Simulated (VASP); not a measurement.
A run of VASP 6.6.1:

Contents of INCAR:

```
SYSTEM = MgI2
  PREC = Accurate
  ENCUT = 520
  EDIFF = 1E-7
  ISMEAR = 1
  SIGMA = 0.05
  LREAL = .FALSE.
  LASPH = .TRUE.
  NELM = 60
  ALGO = Normal
  ISIF = 2
  LWAVE = .FALSE.
  LCHARG = .TRUE.
  GGA = PE
  LELF = .TRUE.
  LVHAR = .TRUE.
  NBANDS = 15
```

Contents of KPOINTS:

```
Automatic mesh
0
G
  3 3 2
  0 0 0
```

The input POSCAR:

```
MgI2
1.0
    4.1400000000      0.0000000000      0.0000000000
   -2.0700001227      3.5853497196      0.0000000000
    0.0000000000      0.0000000000      6.8800000000
Mg I
1 2
Direct
    0.0515000000      0.0560300000      0.9841400000
    0.2816400000      0.6215200000      0.2595100000
    0.6710600000      0.3403400000      0.7418400000
```

Potentials or basis: VASP PAW PBE potentials, release 64 (Mg, I).

Command:

```console
$ cat potpaw_PBE.64/Mg/POTCAR potpaw_PBE.64/I/POTCAR > POTCAR
$ mpirun -np 1 vasp_std > vasp.out
```

Hardware: 1 thread of AMD EPYC 7R43 64-Core Processor (Zen 3), with other jobs on the host.

**Question.** Estimate the wall time of this run.

**Answer.** Run time: 18 s on 1 thread of AMD EPYC 7R43 64-Core Processor (Zen 3), on a shared host, peak memory 0.19 GiB. Counts: scf iterations 15, k points 10.
